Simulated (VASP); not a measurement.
**AlN: single point with LDA**

The system is AlN.

```
Al N
1.0
    -3.08862    0.00000    0.00000
    -1.54431   -2.67482    0.00000
     0.00000    0.00000   11.88717
Al N
4 4
Direct
  0.33333 0.33333 0.75233
  0.33333 0.33333 0.33645
  0.66667 0.66667 0.12851
  0.66667 0.66667 0.54439
  0.33333 0.33333 0.07942
  0.33333 0.33333 0.49530
  0.66667 0.66667 0.28736
  0.66667 0.66667 0.70324
```

```
Program                : VASP 6.6.1
Task                   : single point
Functional             : LDA
Potentials or basis    : VASP PAW LDA potentials, release 64 (Al, N)
Cutoff                 : 600 eV
k mesh                 : 12 × 12 × 4
Occupations            : gaussian, width 0.05 eV
Spin                   : no spin polarisation
Dipole correction      : no
Mended                 : yes
Further INCAR settings : ALGO = Normal; EDIFF = 1e-06; NBANDS = 26
```

The pressure is -2.2 GPa. The largest force is 2.488 eV/Å. The band gap on the k mesh is zero (bands 16 and 17 overlap by 0.11 eV).

Forces on the atoms (eV/Å):
```
Al   0.000  0.000  0.221
Al   0.000  0.000 -1.475
Al   0.000  0.000 -2.488
Al   0.000  0.000 -1.405
N    0.000  0.000  1.105
N    0.000  0.000  1.299
N    0.000  0.000  1.520
N    0.000  0.000  1.223
```

Stress tensor (GPa, compression positive):
```
-0.56  0.00  0.00
 0.00 -0.56  0.00
 0.00  0.00 -5.44
```

Levels at points of the mesh, in eV from the Fermi level:
```csv
k point,band 12,band 13,band 14,band 15,band 16,band 17,band 18,band 19,band 20,band 21
"(0.00, 0.00, 0.00)",-1.81,-1.81,-1.16,-0.51,0.09,0.09,3.24,3.80,4.99,6.75
"(0.50, 0.00, 0.00)",-3.92,-2.79,-2.68,-0.71,-0.44,0.79,2.09,3.41,4.00,5.02
"(0.00, 0.00, 0.50)",-1.81,-1.81,-1.69,0.00,0.09,0.09,2.89,4.01,5.11,6.60
"(0.50, 0.00, 0.50)",-3.92,-2.79,-2.68,-0.71,-0.41,0.75,2.06,3.37,4.10,5.38
```

Wall time 120 s on 1 thread of Intel(R) Xeon(R) 6975P-C (Granite Rapids), with other jobs on the host, peak memory 0.31 GiB.

Caveat: semilocal functionals underestimate gaps, so a narrow gap can read as zero; forces of over 1 eV/Å act on the atoms, so gaps and moduli don't describe the material at rest.
